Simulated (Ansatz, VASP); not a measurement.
## One calculation of AlCu, two programs

The input POSCAR:

```
AlCu
1.0
    2.9975090000      0.0000000000      0.0000000000
    0.0000000000      2.9975090000      0.0000000000
    0.0000000000      0.0000000000      2.9975090000
Al Cu
1 1
Direct
    0.1668051706      0.0000000000      0.0000000000
    0.5000000000      0.5000000000      0.5000000000
```

File INCAR.step1:

```
SYSTEM = AlCu
  ALGO = Normal
  EDIFF = 1E-4
  ENCUT = 520
  GGA = PE
  ISMEAR = 0
  LASPH = .TRUE.
  LCHARG = .FALSE.
  LREAL = .FALSE.
  LWAVE = .TRUE.
  NBANDS = 14
  NELM = 80
  PREC = Accurate
  SIGMA = 0.15
```

The input INCAR.step2:

```
SYSTEM = AlCu
  ALGO = Normal
  EDIFF = 1E-6
  ENCUT = 520
  ISIF = 2
  ISMEAR = 0
  ISTART = 1
  LASPH = .TRUE.
  LCHARG = .TRUE.
  LELF = .TRUE.
  LMIXTAU = .TRUE.
  LREAL = .FALSE.
  LVHAR = .TRUE.
  LWAVE = .FALSE.
  METAGGA = R2SCAN
  NBANDS = 14
  NELM = 80
  PREC = Accurate
  SIGMA = 0.15
```

The input KPOINTS:

```
k-points
0
G
  16 16 16
  0 0 0
```

Input for Ansatz:

```yaml
crystal:
  lattice:
    - [2.997509, 0.0, 0.0]
    - [0.0, 2.997509, 0.0]
    - [0.0, 0.0, 2.997509]
  atoms:
    - { symbol: Al, position: [0.1668051706, 0.0, 0.0] }
    - { symbol: Cu, position: [0.5, 0.5, 0.5] }
basis:
  ecutwfc: 500
kpoints:
  mp_grid: { grid: [16, 16, 16] }
hamiltonian:
  xc: r2scan
scf:
  occupations: { method: gaussian, width: 0.15 }
output:
  forces: true
  stress: true
  eigenvalues: true
```

Change from the starting cell: all Al atoms moved -0.500 Å, as atom 1 towards its neighbour atom 1 (Al) at 2.998 Å.

Alike in both runs: task single point; functional r2SCAN; k mesh 16 × 16 × 16; occupations gaussian, width 0.15 eV; no spin polarisation.

```csv
,VASP,Ansatz
version,VASP 6.6.1,Ansatz 0.2.0
potentials or method,"VASP PAW PBE potentials, release 64 (Al, Cu), cutoff 520 eV","scalar-relativistic, plane waves, PAW"
valence electrons in the cell,14,22
```

```tsv
	VASP	Ansatz	Ansatz less VASP
gap on the k mesh at the Fermi level (eV)	none	none	-
pressure (GPa)	5.9	6.0	+0.09
traceless stress, the component that is largest in VASP (GPa)	-5.94	-5.93	+0.015
rms of the force components (eV/Å)	1.112	1.114	+0.0020
```

VASP's potentials were made for PBE, not for r2SCAN. Atom by atom the forces differ by 0.002 eV/Å (rms over components). A gap of «none» marks a metal or a gap that the smearing closes. VASP's potentials hold 14 valence electrons a cell and Ansatz's 22, so a difference there can come from the potentials and not from the codes.
